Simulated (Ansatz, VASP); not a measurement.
**One calculation of KI, two programs**

```
K I
1.0
     4.29109    0.00000    0.00000
     0.00000    4.29109    0.00000
     0.00000    0.00000    4.29109
K I
1 1
Direct
  0.00000 0.00000 0.00000
  0.50000 0.50000 0.50000
```

Alike in both runs: task single point; functional r2SCAN; k mesh 4 × 4 × 4; occupations gaussian, width 0.001 eV; no spin polarisation.

|  | VASP | Ansatz |
| --- | --- | --- |
| version | VASP 6.6.1 | Ansatz 0.2.0 |
| potentials or method | VASP PAW PBE potentials, release 64 (K_sv, I) | plane waves |
| plane-wave cutoff (eV) | 520 | 500 |
| valence electrons in the cell | 16 | 26 |

|  | VASP | Ansatz | Ansatz less VASP |
| --- | --- | --- | --- |
| gap on the k mesh at the Fermi level (eV) | 4.04 | 4.04 | +0.002 |
| pressure (GPa) | 0.1 | 0.1 | +0.01 |

VASP's potentials were made for PBE, not for r2SCAN. VASP's potentials hold 16 valence electrons a cell and Ansatz's 26, so a difference there can come from the potentials and not from the codes.

Spin-orbit coupling is off throughout.
